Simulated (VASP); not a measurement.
# PbF2 (Fm-3m) in VASP: a series of runs

The runs below take PbF2 through single point, with PBE, r2SCAN.

Program: VASP 6.6.1. These are calculated values, not measurements. Logs are shortened: lines on timing, memory, paths and dates and some standing lists are left out, and cuts for length are marked.

## Step 1: The cell of the first run

Symmetry: Fm-3m, No. 225, cubic system. The conventional cell has a = 5.892 Å, b = 5.892 Å, c = 5.892 Å, α = 90.00°, β = 90.00°, γ = 90.00°. Pb (site symmetry m-3m) has 8 F at 2.55 Å within 3.4 Å. Within 3.4 Å of F (site symmetry -43m) lie 4 Pb at 2.55 Å and 6 F at 2.95 Å.

## Step 2: Single point, PBE

INCAR

```
  ALGO = Normal
  EDIFF = 1E-7
  ENCUT = 520
  GGA = PE
  ISIF = 2
  ISMEAR = 0
  LASPH = T
  LCHARG = F
  LREAL = F
  LWAVE = F
  NBANDS = 21
  NELM = 60
  PREC = Accurate
  SIGMA = 0.01
```

KPOINTS

```
k-points
0
Gamma
  6 6 6
```

POSCAR

```
PbF2
1.0
    0.0000000000      2.9458083781      2.9458083781
    2.9458083781      0.0000000000      2.9458083781
    2.9458083781      2.9458083781      0.0000000000
Pb F
1 2
Direct
    0.0000000000      0.0000000000      0.0000000000
    0.7500000000      0.7500000000      0.7500000000
    0.2500000000      0.2500000000      0.2500000000
```

Potentials or basis: VASP PAW PBE potentials, release 64 (Pb_d, F).

Run with:

```
$ cat potpaw_PBE.64/Pb_d/POTCAR potpaw_PBE.64/F/POTCAR > POTCAR
$ mpirun -np 1 vasp_std > vasp.out
```

OUTCAR:

```text
EDIFF = 1E-7
   ENCUT = 520
   GGA = PE
   ISIF = 2
   ISMEAR = 0
   LASPH = T
   LREAL = F
   NELM = 60
   PREC = Accurate

 ion  position               nearest neighbor table
   1  0.000  0.000  0.000-   2 2.55   2 2.55   2 2.55   2 2.55   3 2.55   3 2.55   3 2.55   3 2.55

   2  0.750  0.750  0.750-   1 2.55   1 2.55   1 2.55   1 2.55
   3  0.250  0.250  0.250-   1 2.55   1 2.55   1 2.55   1 2.55

  LATTYP: Found a face centered cubic cell.
 ALAT       =     5.8916167562

  Lattice vectors:

 A1 = (   0.0000000000,   2.9458083781,   2.9458083781)
 A2 = (   2.9458083781,   0.0000000000,   2.9458083781)
 A3 = (   2.9458083781,   2.9458083781,   0.0000000000)

Analysis of symmetry for initial positions (statically):
=====================================================================
 Subroutine PRICEL returns:
 Original cell was already a primitive cell.

 Routine SETGRP: Setting up the symmetry group for a
 face centered cubic supercell.

 Subroutine GETGRP returns: Found 48 space group operations
 (whereof 48 operations were pure point group operations)
 out of a pool of 48 trial point group operations.

The static configuration has the point symmetry O_h .

Analysis of symmetry for dynamics (positions and initial velocities):
=====================================================================
 Subroutine PRICEL returns:
 Original cell was already a primitive cell.

 Routine SETGRP: Setting up the symmetry group for a
 face centered cubic supercell.

 Subroutine GETGRP returns: Found 48 space group operations
 (whereof 48 operations were pure point group operations)
 out of a pool of 48 trial point group operations.

The dynamic configuration has the point symmetry O_h .

 Subroutine INISYM returns: Found 48 space group operations
 (whereof 48 operations are pure point group operations),
 and found     1 'primitive' translations

----------------------------------------------------------------------------------------

                                     Primitive cell

  volume of cell :      51.1262

  direct lattice vectors                    reciprocal lattice vectors
     0.000000000  2.945808378  2.945808378    -0.169732697  0.169732697  0.169732697
     2.945808378  0.000000000  2.945808378     0.169732697 -0.169732697  0.169732697
     2.945808378  2.945808378  0.000000000     0.169732697  0.169732697 -0.169732697
[... 73 lines left out ...]
   LSORBIT =      F    spin-orbit coupling
   LASPH  =      T    aspherical Exc in radial PAW
   ENCUT  =  520.0 eV  38.22 Ry    6.18 a.u.   7.75  7.75  7.75*2*pi/ulx,y,z
   NELM   =     60;   NELMIN=  2; NELMDL= -5     # of ELM steps
   EDIFF  = 0.1E-06   stopping-criterion for ELM
   LREAL  =      F    real-space projection
   EDIFFG = 0.1E-05   stopping-criterion for IOM
   NSW    =      0    number of steps for IOM
   IBRION =     -1    ionic relax: 0-MD 1-quasi-New 2-CG
   NFREE  =      0    steps in history (QN), initial steepest desc. (CG)
   ISIF   =      2    stress and relaxation
   ISYM   =      2    0-nonsym 1-usesym 2-fastsym
   POTIM  = 0.5000    time-step for ionic-motion
   TEBEG  =    0.0;   TEEND  =   0.0 temperature during run
   PSTRESS=    0.0 pullay stress
   NELECT =      28.0000    total number of electrons
   NUPDOWN=      -1.0000    fix difference up-down
   EMIN   =  10.00;   EMAX   =-10.00  energy-range for DOS
   EFERMI =   0.00;   METHOD = LEGACY
   ISMEAR =     0;   SIGMA  =   0.01  broadening in eV -4-tet -1-fermi 0-gaus
   EFERMI_NEDOS =   21; number of points for ismear=-14 and -15
   IALGO  =     38    algorithm
   IMIX   =      4    mixing-type and parameters
     AMIX     =   0.40;   BMIX     =  1.00
     AMIX_MAG =   1.60;   BMIX_MAG =  1.00
  volume/ion in A,a.u.               =      17.04       115.01
  Fermi-wavevector in a.u.,A,eV,Ry     =   1.339408  2.531115 24.409054  1.794015
  Thomas-Fermi vector in A             =   2.467803
   LORBIT       =      0    0 simple, 1 ext, 2 COOP (PROOUT), +10 PAW based schemes
   GGA     = PE    functional components
   LHFCALC =     F    Hartree Fock is set to
   AEXX    =    0.0000 exact exchange contribution
   IVDW    =     0    specifies the selected vdW correction
   LEPSILON=     F    determine dielectric tensor
   LRPA    =     F    only Hartree local field effects (RPA)
 non-spin polarized calculation
 Gauss-broadening in eV      SIGMA  =   0.01
  energy-cutoff  :      520.00
  volume of cell :       51.13
 maximum number of plane-waves:      1411
   NGX = 15   NGY = 15   NGZ = 15

 number of electron      27.9999995 magnetization

 Free energy of the ion-electron system (eV)
  ---------------------------------------------------
  ext. energy  EPLUGINS =         0.00000000
  ---------------------------------------------------
  free energy    TOTEN  =       -14.31349785 eV

  energy without entropy =      -14.31349785  energy(sigma->0) =      -14.31349785

 E-fermi :   2.1957     XC(G=0):  -9.4971

 val. band max:        2.0916079601   @ k =  -0.3333   0.3333   0.1667
 cond. band min:       6.5290468313   @ k =   0.5000   0.5000   0.0000
 fundamental gap:      4.4374388712
 Fermi energy:         2.1957069938

 k-point     1 :       0.0000    0.0000    0.0000
  band No.  band energies     occupation
      1     -19.1332      2.00000
      2     -18.4797      2.00000
      3     -12.3450      2.00000
      4     -12.3450      2.00000
      5     -12.3450      2.00000
      6     -12.2802      2.00000
[... 373 lines left out ...]
     20      17.5377      0.00000
     21      18.7651      0.00000

------------------------ aborting loop because EDIFF is reached ----------------------------------------

  FORCE on cell =-STRESS in cart. coord.  units (eV):
  Direction    XX          YY          ZZ          XY          YZ          ZX
  --------------------------------------------------------------------------------------
  -------------------------------------------------------------------------------------
  Total        1.2693192      1.2693192      1.2693192      0.0000000      0.0000000      0.0000000
  in kB       39.7775441     39.7775441     39.7775441      0.0000000      0.0000000      0.0000000
  external PRESSURE =      39.7775441 kB  Pullay stress =       0.0000000 kB

 VOLUME and BASIS-vectors are now :
 -----------------------------------------------------------------------------
  energy-cutoff  :      520.00
  volume of cell :       51.13
      direct lattice vectors                 reciprocal lattice vectors
     0.000000000  2.945808378  2.945808378    -0.169732697  0.169732697  0.169732697
     2.945808378  0.000000000  2.945808378     0.169732697 -0.169732697  0.169732697
     2.945808378  2.945808378  0.000000000     0.169732697  0.169732697 -0.169732697

 POSITION                                       TOTAL-FORCE (eV/Angst)
 -----------------------------------------------------------------------------------
      0.00000      0.00000      0.00000         0.000000      0.000000     -0.000000
      4.41871      4.41871      4.41871        -0.000000     -0.000000     -0.000000
      1.47290      1.47290      1.47290         0.000000      0.000000      0.000000
 -----------------------------------------------------------------------------------
    total drift:                                0.000000     -0.000000      0.000000

  FREE ENERGIE OF THE ION-ELECTRON SYSTEM (eV)
  ---------------------------------------------------
  free  energy   TOTEN  =       -14.3134978468 eV

  energy  without entropy=      -14.3134978468  energy(sigma->0) =      -14.31349785
```

stdout:

```text
POSCAR found type information on POSCAR PbF
 POSCAR found :  2 types and       3 ions
 scaLAPACK will be used
 LDA part: xc-table for (Slater+PW92), standard interpolation
 POSCAR, INCAR and KPOINTS ok, starting setup
 FFT: planning ... GRIDC
 FFT: planning ... GRID_SOFT
 FFT: planning ... GRID
 WAVECAR not read
 entering main loop
```

It took 23 s on 1 thread of Intel Xeon 8259CL, shared host; peak memory 0.18 GiB.

What came out:

| Item | Value |
| --- | --- |
| Free energy | -14.3135 eV |
| Pressure | 4.0 GPa |
| Band gap on the k mesh | 4.44 eV (least direct gap 4.56 eV) |

Caveat: the cell stands under pressure; spin-orbit coupling is left out, which moves the levels of the heavy elements.

## Step 3: Single point, PBE

INCAR

```
SYSTEM = PbF2
  PREC = Accurate
  ENCUT = 520
  EDIFF = 1E-7
  ISMEAR = 0
  SIGMA = 0.01
  LREAL = .False.
  LASPH = .True.
  NELM = 80
  ALGO = Normal
  ISIF = 2
  LWAVE = .False.
  LCHARG = .False.
  GGA = PE
  NBANDS = 21
```

KPOINTS

```
Automatic mesh
0
Gamma
  6 6 6
  0 0 0
```

POSCAR is that of step 2.

Potentials or basis: VASP PAW PBE potentials, release 64 (Pb_d, F).

Run with:

```
$ cat potpaw_PBE.64/Pb_d/POTCAR potpaw_PBE.64/F/POTCAR > POTCAR
$ mpirun -np 1 vasp_std > vasp.out
```

OUTCAR:

```text
SYSTEM = PbF2
   PREC = Accurate
   ENCUT = 520
   EDIFF = 1E-7
   ISMEAR = 0
   LREAL = .False.
   LASPH = .True.
   NELM = 80
   ISIF = 2
   GGA = PE

 ion  position               nearest neighbor table
   1  0.000  0.000  0.000-   2 2.55   2 2.55   2 2.55   2 2.55   3 2.55   3 2.55   3 2.55   3 2.55

   2  0.750  0.750  0.750-   1 2.55   1 2.55   1 2.55   1 2.55
   3  0.250  0.250  0.250-   1 2.55   1 2.55   1 2.55   1 2.55

  LATTYP: Found a face centered cubic cell.
 ALAT       =     5.8916167562

  Lattice vectors:

 A1 = (   0.0000000000,   2.9458083781,   2.9458083781)
 A2 = (   2.9458083781,   0.0000000000,   2.9458083781)
 A3 = (   2.9458083781,   2.9458083781,   0.0000000000)

Analysis of symmetry for initial positions (statically):
=====================================================================
 Subroutine PRICEL returns:
 Original cell was already a primitive cell.

 Routine SETGRP: Setting up the symmetry group for a
 face centered cubic supercell.

[... 155 lines left out ...]
  free energy    TOTEN  =       -14.31349785 eV

  energy without entropy =      -14.31349785  energy(sigma->0) =      -14.31349785

 E-fermi :   2.1957     XC(G=0):  -9.4971

 val. band max:        2.0916079601   @ k =  -0.3333   0.3333   0.1667
 cond. band min:       6.5290468313   @ k =   0.5000   0.5000   0.0000
 fundamental gap:      4.4374388712
 Fermi energy:         2.1957069938

 k-point     1 :       0.0000    0.0000    0.0000
  band No.  band energies     occupation
      1     -19.1332      2.00000
      2     -18.4797      2.00000
      3     -12.3450      2.00000
      4     -12.3450      2.00000
      5     -12.3450      2.00000
      6     -12.2802      2.00000
[... 373 lines left out ...]
     20      17.5377      0.00000
     21      18.7651      0.00000

------------------------ aborting loop because EDIFF is reached ----------------------------------------

  FORCE on cell =-STRESS in cart. coord.  units (eV):
  Direction    XX          YY          ZZ          XY          YZ          ZX
  --------------------------------------------------------------------------------------
  -------------------------------------------------------------------------------------
  Total        1.2693192      1.2693192      1.2693192      0.0000000      0.0000000      0.0000000
  in kB       39.7775441     39.7775441     39.7775441      0.0000000      0.0000000      0.0000000
  external PRESSURE =      39.7775441 kB  Pullay stress =       0.0000000 kB

 VOLUME and BASIS-vectors are now :
 -----------------------------------------------------------------------------
  energy-cutoff  :      520.00
  volume of cell :       51.13
      direct lattice vectors                 reciprocal lattice vectors
     0.000000000  2.945808378  2.945808378    -0.169732697  0.169732697  0.169732697
     2.945808378  0.000000000  2.945808378     0.169732697 -0.169732697  0.169732697
     2.945808378  2.945808378  0.000000000     0.169732697  0.169732697 -0.169732697

 POSITION                                       TOTAL-FORCE (eV/Angst)
 -----------------------------------------------------------------------------------
      0.00000      0.00000      0.00000         0.000000      0.000000     -0.000000
      4.41871      4.41871      4.41871        -0.000000     -0.000000     -0.000000
      1.47290      1.47290      1.47290         0.000000      0.000000      0.000000
 -----------------------------------------------------------------------------------
    total drift:                                0.000000     -0.000000      0.000000

  FREE ENERGIE OF THE ION-ELECTRON SYSTEM (eV)
  ---------------------------------------------------
  free  energy   TOTEN  =       -14.3134978468 eV

  energy  without entropy=      -14.3134978468  energy(sigma->0) =      -14.31349785
```

It took 25 s on 1 thread of Intel Xeon 8259CL, shared host; peak memory 0.18 GiB.

Results:

- Free energy: -14.3135 eV
- Pressure: 4.0 GPa
- Band gap on the k mesh: 4.44 eV (least direct gap 4.56 eV)

Caveat: the cell stands under pressure; spin-orbit coupling is left out, which moves the levels of the heavy elements. A k mesh can miss the band edges.

## Step 4: Single point, r2SCAN

POSCAR is that of step 3.

INCAR.step1

```
SYSTEM = PbF2
PREC = Accurate
ENCUT = 520
ISMEAR = 0
SIGMA = 0.01
LREAL = .FALSE.
LASPH = .TRUE.
NELM = 80
NBANDS = 21
GGA = PE
ALGO = Normal
EDIFF = 1E-4
LWAVE = .TRUE.
LCHARG = .FALSE.
```

INCAR.step2

```
SYSTEM = PbF2
PREC = Accurate
ENCUT = 520
EDIFF = 1E-6
ISMEAR = 0
SIGMA = 0.01
LREAL = .FALSE.
LASPH = .TRUE.
NELM = 80
ALGO = Normal
ISIF = 2
LWAVE = .FALSE.
LCHARG = .FALSE.
METAGGA = R2SCAN
LMIXTAU = .TRUE.
NBANDS = 21
ISTART = 1
```

KPOINTS

```
Automatic mesh
0
G
  6 6 6
  0 0 0
```

Run with:

```
$ cat potpaw_PBE.64/Pb_d/POTCAR potpaw_PBE.64/F/POTCAR > POTCAR
$ cp INCAR.step1 INCAR
$ mpirun -np 1 vasp_std > vasp.out
$ cp INCAR.step2 INCAR
$ mpirun -np 1 vasp_std > vasp.out
```

It took 76 s on 1 thread of Intel Xeon 8259CL, shared host; peak memory 0.19 GiB.

Results (log left out):

```yaml
Free_energy: -70.1578 eV
Pressure: 1.1 GPa
Band_gap_on_the_k_mesh: 4.96 eV (least direct gap 5.07 eV)
```

Levels at points of the mesh, in eV from the valence-band top:
```tsv
k point	band 10	band 11	band 12	band 13	band 14	band 15	band 16	band 17	band 18	band 19
(0.00, 0.00, 0.00)	-2.74	-2.74	-2.23	-2.23	-2.23	7.35	7.35	7.35	10.75	15.99
(0.50, 0.00, 0.00)	-2.94	-2.94	-2.41	-2.41	-0.04	5.40	8.33	8.33	13.51	14.40
(0.50, 0.50, 0.00)	-3.83	-1.81	-1.81	-1.81	-0.11	4.96	8.55	8.55	9.06	15.15
```

Caveat: the PAW data sets were made with another functional, which shifts forces and pressure a little; spin-orbit coupling is left out, which moves the levels of the heavy elements. A k mesh can miss the band edges.

## Step 5: Single point, PBE

INCAR

```
ALGO = Normal
EDIFF = 1E-7
ENCUT = 520
GGA = PE
ISIF = 2
ISMEAR = 0
LASPH = T
LCHARG = T
LELF = T
LREAL = F
LVHAR = T
LWAVE = F
NBANDS = 21
NELM = 60
PREC = Accurate
SIGMA = 0.01
```

KPOINTS

```
k-points
0
Gamma
  8 8 8
```

POSCAR is that of step 4.

Run with:

```
$ cat potpaw_PBE.64/Pb_d/POTCAR potpaw_PBE.64/F/POTCAR > POTCAR
$ mpirun -np 1 vasp_std > vasp.out
```

Wall time 40 s (1 thread of Intel Xeon 8259CL, shared host); peak memory 0.19 GiB.

Results (log left out):

| Quantity | Value |
| --- | --- |
| Free energy | -14.3134 eV |
| Pressure | 4.0 GPa |
| Band gap on the k mesh | 4.41 eV (least direct gap 4.56 eV) |

Levels at points of the mesh, in eV from the valence-band top:
```tsv
k point	band 12	band 13	band 14	band 15	band 16	band 17
(0.00, 0.00, 0.00)	-2.10	-2.10	-2.10	6.79	6.79	6.79
(0.50, 0.00, 0.00)	-2.26	-2.26	-0.04	5.02	7.72	7.72
(0.50, 0.50, 0.00)	-1.66	-1.66	-0.15	4.41	7.96	7.96
```

Caveat: the cell stands under pressure; spin-orbit coupling is left out, which moves the levels of the heavy elements. A k mesh can miss the band edges.

## Step 6: Summary

| level | k mesh | gap on the mesh (eV) | pressure (GPa) |
| --- | --- | --- | --- |
| PBE | 6 × 6 × 6 | 4.44 | 4.0 |
| r2SCAN | 6 × 6 × 6 | 4.96 | 1.1 |
| PBE | 8 × 8 × 8 | 4.41 | 4.0 |

Alike in all rows: task single point; potentials or basis VASP PAW PBE potentials, release 64 (Pb_d, F); no spin polarisation; cell as given; cutoff (eV) 520; smearing gaussian 0.01 eV.

On the cell as given the gap runs from 4.41 eV (PBE) to 4.96 eV (r2SCAN); the meshes differ, which moves gaps too. The pressure there spans 1.1 GPa (r2SCAN) to 4.0 GPa (PBE); a positive pressure means that this level wants a larger cell, a negative one a smaller.

Caveats: spin-orbit coupling is left out, which moves the levels of the heavy elements; the cell stands under pressure (at least some runs); the PAW data sets were made with another functional, which shifts forces and pressure a little (at least some runs).

Total energies depend on the potentials used, so only differences within one code and one set of settings carry meaning.
